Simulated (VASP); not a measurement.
# Al: single point with PBE

Al:

```xyz
1
Lattice="0.0000 1.9835 1.9835 1.9835 0.0000 1.9835 1.9835 1.9835 0.0000" Properties=species:S:1:pos:R:3 pbc="T T T"
Al    0.0000    0.0000    0.0000
```

| Item | Value |
| --- | --- |
| Program | VASP 6.6.1 |
| Task | single point |
| Functional | PBE |
| Potentials or basis | VASP PAW PBE potentials, release 64 (Al) |
| Cutoff | 520 eV |
| k mesh | 12 × 12 × 12 |
| Occupations | fermi-dirac, width 0.05 eV |
| Spin | no spin polarisation |

```json
{"Pressure": "5.1 GPa"}
```

Levels at points of the mesh, in eV from the Fermi level:
| k point | band 1 | band 2 | band 3 | band 4 |
| --- | --- | --- | --- | --- |
| (0.00, 0.00, 0.00) | -11.40 | 13.06 | 13.06 | 13.06 |
| (0.50, 0.00, 0.00) | -4.69 | -4.33 | 11.85 | 11.85 |
| (0.50, 0.50, 0.00) | -2.93 | -1.49 | 5.40 | 5.99 |

It took 16 s on 1 thread of Intel Xeon 8259CL (shared host), peak memory 0.13 GiB.
